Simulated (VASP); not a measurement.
A run of VASP 6.6.1 is set up as follows.

The input INCAR:

```
PREC = Accurate
ENCUT = 520
EDIFF = 1E-7
ISMEAR = 0
SIGMA = 0.1
LREAL = False
LASPH = True
NELM = 100
ALGO = Normal
ISIF = 2
LWAVE = False
LCHARG = False
GGA = PE
NBANDS = 11
```

KPOINTS

```
Automatic mesh
0
Gamma
  6 6 4
```

POSCAR

```
BeH4
1.0
    3.1647407500      0.0000000000      0.0000000000
    0.0000000000      3.1647407500      0.0000000000
    0.0000000000      0.0000000000      4.4756192900
Be H
1 4
Direct
    0.0000000000      0.0000000000      0.0000000000
    0.5000000000      0.0000000000      0.2500000000
    0.0000000000      0.5000000000      0.7500000000
    0.5000000000      0.0000000000      0.7500000000
    0.0000000000      0.5000000000      0.2500000000
```

Potentials or basis: VASP PAW PBE potentials, release 64 (Be, H).

Launch:

```console
$ cat potpaw_PBE.64/Be/POTCAR potpaw_PBE.64/H/POTCAR > POTCAR
$ mpirun -np 1 vasp_std > vasp.out
```

Q: What does it give for the pressure?

A: -19.5 GPa.

Q: Estimate the largest force.

A: 0.767 eV/Å.

Q: What does it give for the band gap on the k mesh?

A: Zero (band 3 reaches 0.71 eV, above the bottom of band 4 at -3.00 eV).

Stress tensor (GPa, compression positive):
```
-21.62   0.00   0.00
  0.00 -21.62   0.00
  0.00   0.00 -15.12
```
